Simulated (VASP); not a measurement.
Write the native input for VASP 6.6.1 that does the following.

- Task: single point
- Functional: PBEsol
- Potentials or basis: VASP PAW PBE potentials, release 64 (Ni_sv_GW, Si)
- Cutoff: 690 eV
- k mesh: 6 × 6 × 6
- Occupations: fermi-dirac, width 0.05 eV
- Spin: collinear spin, ferromagnetic start
- Starting moments: [0.5, 0.5, 0.5, 0.0] μB
- Fixed moment: 1.5 μB
- Dipole correction: no
- Further INCAR settings: ALGO = Normal; EDIFF = 1e-06; NBANDS = 41

The structure of SiNi3 lies in POSCAR:

```
SiNi3
1.0
    3.5420000000      0.0000000000      0.0000000000
    0.0000000000      3.5420000000      0.0000000000
    0.0000000000      0.0000000000      3.5420000000
Ni Si
3 1
Direct
    0.5000000000      0.5000000000      0.0000000000
    0.5000000000      0.0000000000      0.5000000000
    0.0000000000      0.5000000000      0.5000000000
    0.0000000000      0.0000000000      0.0000000000
```

One way to write it, as run:

INCAR

```
PREC = Accurate
ENCUT = 690
EDIFF = 1E-6
ISMEAR = -1
SIGMA = 0.05
LREAL = False
LASPH = True
NELM = 200
ALGO = Normal
ISIF = 2
LWAVE = False
LCHARG = True
ISPIN = 2
MAGMOM = 0.5 0.5 0.5 0
LORBIT = 11
NUPDOWN = 1.5
LMAXMIX = 4
GGA = PS
LELF = True
LVHAR = True
NBANDS = 41
GGA_COMPAT = False
```

KPOINTS

```
Automatic mesh
0
Gamma
  6 6 6
```

Potentials or basis: VASP PAW PBE potentials, release 64 (Ni_sv_GW, Si).

Run with:

```bash
$ cat potpaw_PBE.64/Ni_sv_GW/POTCAR potpaw_PBE.64/Si/POTCAR > POTCAR
$ mpirun -np 1 vasp_std > vasp.out
```

Results of the run:

```yaml
Pressure: -12.6 GPa
Net_moment: 1.50 μB per cell
Site_moments: Ni +0.51; Si +0.02 μB
Valence_electrons_inside_the_program's_atomic_spheres: Ni 16.39; Si 1.54
```

Caveat: the cell stands under tension; the PAW data sets were made with another functional, which shifts forces and pressure a little; the total moment is fixed, so each spin has its own Fermi level and the state may be an excited one.

Wall time 64 s on 1 thread of Intel(R) Xeon(R) 6975P-C (Granite Rapids), on a shared host, peak memory 0.25 GiB.
